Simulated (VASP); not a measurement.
O: single point with LDA

O:

```
CELL_PARAMETERS angstrom
4.13818 0.00000 0.00000
0.00000 4.13818 0.00000
0.00000 0.00000 4.13818
ATOMIC_POSITIONS crystal
O 0.50000 0.50000 0.00000
O 0.50000 0.00000 0.50000
O 0.00000 0.50000 0.50000
```

| Item | Value |
| --- | --- |
| Program | VASP 6.6.1 |
| Task | single point |
| Functional | LDA |
| Potentials or basis | VASP PAW LDA potentials, release 64 (O) |
| Cutoff | 520 eV |
| k mesh | 6 × 6 × 6 |
| Occupations | methfessel-paxton, width 0.05 eV |
| Spin | no spin polarisation |

The pressure is -13.9 GPa and the band gap on the k mesh is zero (band 9 reaches -5.88 eV, above the bottom of band 10 at -6.48 eV).

Levels at points of the mesh, in eV from the Fermi level:
```tsv
k point	band 7	band 8	band 9	band 10	band 11	band 12
(0.00, 0.00, 0.00)	-0.10	-0.10	-0.10	0.33	0.33	0.33
(0.50, 0.00, 0.00)	-0.61	-0.35	-0.35	-0.23	0.20	0.20
(0.50, 0.50, 0.00)	-0.47	-0.47	-0.33	-0.33	0.26	0.41
(0.50, 0.50, 0.50)	-1.25	0.27	0.27	0.41	0.41	0.41
```

Wall time 17 s on 1 thread of Intel Xeon 8259CL, on a shared host, peak memory 0.15 GiB.
